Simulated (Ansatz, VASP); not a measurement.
Ti in VASP and in Ansatz

INCAR

```
PREC = Accurate
ENCUT = 520
EDIFF = 1E-6
ISMEAR = 0
SIGMA = 0.15
LREAL = False
LASPH = True
NELM = 100
ALGO = Fast
ISIF = 2
LWAVE = False
LCHARG = True
GGA = PS
LELF = True
LVHAR = True
NBANDS = 12
```

KPOINTS

```
regular mesh
0
Gamma
  20 20 20
```

POSCAR

```
Ti
1.0
    0.0000000000      1.9995500000      2.0909000000
    1.9995500000      0.0000000000      2.0909000000
    1.9995500000      1.9995500000      0.0000000000
Ti
1
Direct
    0.0000000000      0.0000000000      0.0000000000
```

Input for Ansatz:

```yaml
crystal:
  lattice:
    - [0.0, 1.99955, 2.0909]
    - [1.99955, 0.0, 2.0909]
    - [1.99955, 1.99955, 0.0]
  atoms:
    - { symbol: Ti, position: [0.0, 0.0, 0.0] }
basis:
  ecutwfc: 420
kpoints:
  mp_grid: { grid: [20, 20, 20] }
hamiltonian:
  xc: pbesol
scf:
  occupations: { method: gaussian, width: 0.15 }
output:
  forces: true
  stress: true
  eigenvalues: true
```

Change from the starting cell: strain -0.015 along x and y, +0.030 along z, atoms carried along.

Alike in both runs: task single point; functional PBEsol; k mesh 20 × 20 × 20; occupations gaussian, width 0.15 eV; no spin polarisation.

```csv
,VASP,Ansatz
version,VASP 6.6.1,Ansatz 0.2.0
potentials or method,"VASP PAW PBE potentials, release 64 (Ti_sv), cutoff 520 eV","scalar-relativistic, plane waves, PAW"
valence electrons in the cell,12,12
```

Ansatz gave:

| Item | Value |
| --- | --- |
| gap on the k mesh at the Fermi level (eV) | none |
| pressure (GPa) | -0.2 |
| traceless stress, the component that is largest in VASP (GPa) | -1.00 |

Problem. Which values does VASP return?

Solution. gap on the k mesh at the Fermi level (eV): none; pressure (GPa): -0.5; traceless stress, the component that is largest in VASP (GPa): -1.01.

VASP's potentials were made for PBE, not for PBEsol. A gap of «none» marks a metal or a gap that the smearing closes.
